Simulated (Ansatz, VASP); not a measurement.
**Two plane-wave programs on Rh**

INCAR

```
SYSTEM = Rh
PREC     = Accurate       ! precision mode
ENCUT    = 620            ! plane-wave cutoff, eV
EDIFF    = 1E-6           ! SCF threshold, eV
ISMEAR   = -1             ! smearing method
SIGMA    = 0.1            ! smearing width, eV
LREAL    = .False.        ! projectors in reciprocal space
LASPH    = .True.         ! aspherical terms in the spheres
NELM     = 120            ! most SCF steps
ALGO     = Normal         ! electronic algorithm
ISIF     = 2              ! what is computed and relaxed
LWAVE    = .False.        ! write WAVECAR
LCHARG   = .True.         ! write CHGCAR
LELF     = .True.         ! ELF
LVHAR    = .True.       
NBANDS   = 24             ! bands
GGA_COMPAT= .False.
```

KPOINTS

```
regular mesh
0
Gamma
  10 10 5
  0 0 0
```

File POSCAR:

```
Rh
1.0
    2.6561206326      0.0000000000      0.0000000000
   -1.3280603163      2.3002698329      0.0000000000
    0.0000000000      0.0000000000      4.3070998910
Rh
2
Direct
    0.6666666667      0.3333333333      0.7500000000
    0.3333333333      0.6666666667      0.2500000000
```

Input for Ansatz:

```yaml
crystal:
  lattice:
    - [2.6561206326271716, 0.0, 0.0]
    - [-1.3280603163135858, 2.3002698328902165, 0.0]
    - [0.0, 0.0, 4.307099891021942]
  atoms:
    - { symbol: Rh, position: [0.6666666666666666, 0.3333333333333333, 0.75] }
    - { symbol: Rh, position: [0.3333333333333333, 0.6666666666666666, 0.25] }
basis:
  ecutwfc: 500.0
kpoints:
  mp_grid:
    grid: [10, 10, 5]
hamiltonian:
  xc: lda
scf:
  occupations:
    method: fermi_dirac
    width: 0.1
output:
  stress: true
```

Alike in both runs: task single point; functional LDA; k mesh 10 × 10 × 5; occupations fermi-dirac, width 0.1 eV; no spin polarisation.

```csv
,VASP,Ansatz
version,VASP 6.6.1,Ansatz 0.2.0
potentials or method,"VASP PAW LDA potentials, release 64 (Rh_sv_GW), cutoff 620 eV","plane waves, PAW"
valence electrons in the cell,34,34
```

```tsv
	VASP	Ansatz	Ansatz less VASP
pressure (GPa)	3.9	3.3	-0.55
traceless stress, the component that is largest in VASP (GPa)	0.07	0.08	+0.005
```

LDA's correlation is that of Perdew and Zunger in VASP and of Perdew and Wang (1992) in Ansatz. Ansatz's warnings: structure snapped to symmetry.
